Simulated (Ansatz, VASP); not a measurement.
# Si: VASP beside Ansatz

POSCAR

```
Si
1.0
    2.4895156742      0.0000000000      0.0000000000
   -1.2447578371      2.1559838169      0.0000000000
    0.0000000000      0.0000000000      2.4046955302
Si
1
Direct
    0.0000000000      0.0000000000      0.0000000000
```

File INCAR.step1:

```
PREC = Accurate ; ENCUT = 520
ISMEAR = 0 ; SIGMA = 0.15
LREAL = False ; LASPH = True
NELM = 60 ; NBANDS = 8
GGA = PE ; ALGO = Normal
EDIFF = 1E-4 ; LWAVE = True
LCHARG = False
```

INCAR.step2

```
PREC = Accurate ; ENCUT = 520
EDIFF = 1E-6 ; ISMEAR = 0
SIGMA = 0.15 ; LREAL = False
LASPH = True ; NELM = 60
ALGO = Normal ; ISIF = 2
LWAVE = False ; LCHARG = False
METAGGA = R2SCAN ; LMIXTAU = True
NBANDS = 8 ; ISTART = 1
```

Contents of KPOINTS:

```
Automatic mesh
0
Gamma
  21 21 20
```

Input for Ansatz:

```yaml
crystal:
  lattice:
    - [2.4895156742, 0.0, 0.0]
    - [-1.2447578371, 2.1559838169, 0.0]
    - [0.0, 0.0, 2.4046955302]
  atoms:
    - { symbol: Si, position: [0.0, 0.0, 0.0] }
basis:
  ecutwfc: 500
kpoints:
  mp_grid: { grid: [21, 21, 20] }
hamiltonian:
  xc: r2scan
scf:
  occupations: { method: gaussian, width: 0.15 }
output:
  forces: true
  stress: true
  eigenvalues: true
```

Change from the starting cell: strain -0.050 along x and y, -0.025 along z, atoms carried along.

Alike in both runs: task single point; functional r2SCAN; k mesh 21 × 21 × 20; occupations gaussian, width 0.15 eV; no spin polarisation.

|  | VASP | Ansatz |
| --- | --- | --- |
| version | VASP 6.6.1 | Ansatz 0.2.0 |
| potentials or method | VASP PAW PBE potentials, release 64 (Si), cutoff 520 eV | scalar-relativistic, plane waves, PAW |
| valence electrons in the cell | 4 | 4 |

Ansatz gave:

```
gap on the k mesh at the Fermi level (eV)                     : none
pressure (GPa)                                                : 22.4
traceless stress, the component that is largest in VASP (GPa) : -5.75
```

Problem. Estimate VASP's values.

Solution. gap on the k mesh at the Fermi level (eV): none; pressure (GPa): 22.3; traceless stress, the component that is largest in VASP (GPa): -5.83.

VASP's potentials were made for PBE, not for r2SCAN. A gap of «none» marks a metal or a gap that the smearing closes.
